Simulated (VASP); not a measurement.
Write the native input for VASP 6.6.1 that does the following.

- Task: single point
- Functional: PBE
- Potentials or basis: VASP PAW PBE potentials, release 64 (Ho_3, O), 4f in core
- Cutoff: 600 eV
- k mesh: 6 × 6 × 1
- Occupations: gaussian, width 0.2 eV
- Spin: no spin polarisation
- Dipole correction: no
- Mended: yes
- Further INCAR settings: ALGO = Normal; EDIFF = 1e-06; NBANDS = 60

The structure of Ho2O lies in POSCAR:

```
Ho2O
1.0
    3.7097642859      0.0000000000      0.0000000000
    0.0000000000      3.7097642859      0.0000000000
    0.0000000000      0.0000000000     20.8914188485
Ho O
8 4
Direct
    0.5000000000      0.0000000000      0.0571173586
    0.5000000000      0.0000000000      0.5571173586
    0.5000000000      0.0000000000      0.3071173586
    0.5000000000      0.0000000000      0.8071173586
    0.0000000000      0.5000000000      0.1928826414
    0.0000000000      0.5000000000      0.6928826414
    0.0000000000      0.5000000000      0.4428826414
    0.0000000000      0.5000000000      0.9428826414
    0.0000000000      0.0000000000      0.2500000000
    0.0000000000      0.0000000000      0.7500000000
    0.5000000000      0.5000000000      0.0000000000
    0.5000000000      0.5000000000      0.5000000000
```

The input as run:

INCAR

```
SYSTEM = Ho2O
PREC = Accurate
ENCUT = 600
EDIFF = 1E-6
ISMEAR = 0
SIGMA = 0.2
LREAL = .FALSE.
LASPH = .TRUE.
NELM = 200
ALGO = Normal
ISIF = 2
LWAVE = .FALSE.
LCHARG = .FALSE.
GGA = PE
NBANDS = 60
GGA_COMPAT = .FALSE.
LMAXMIX = 6
```

KPOINTS

```
regular mesh
0
G
  6 6 1
  0 0 0
```

Potentials or basis: VASP PAW PBE potentials, release 64 (Ho_3, O), 4f in core.

The run is started by

```sh
$ cat potpaw_PBE.64/Ho_3/POTCAR potpaw_PBE.64/O/POTCAR > POTCAR
$ mpirun -np 1 vasp_std > vasp.out
```

It gave:

```yaml
Pressure: 1.0 GPa
Largest_force: 0.119 eV/Å
Band_gap_on_the_k_mesh: zero (bands 48 and 49 overlap by 0.11 eV)
```

Caveat: spin-orbit coupling is left out, which moves the levels of the heavy elements; the 4f electrons are frozen in the core, so they carry no moment and show no levels; the run has no spin polarisation, though such a crystal can be magnetic.

Wall time 2.8 min on 1 thread of AMD EPYC 9R45 96-Core Processor (Zen 5) (shared host), peak memory 0.43 GiB.
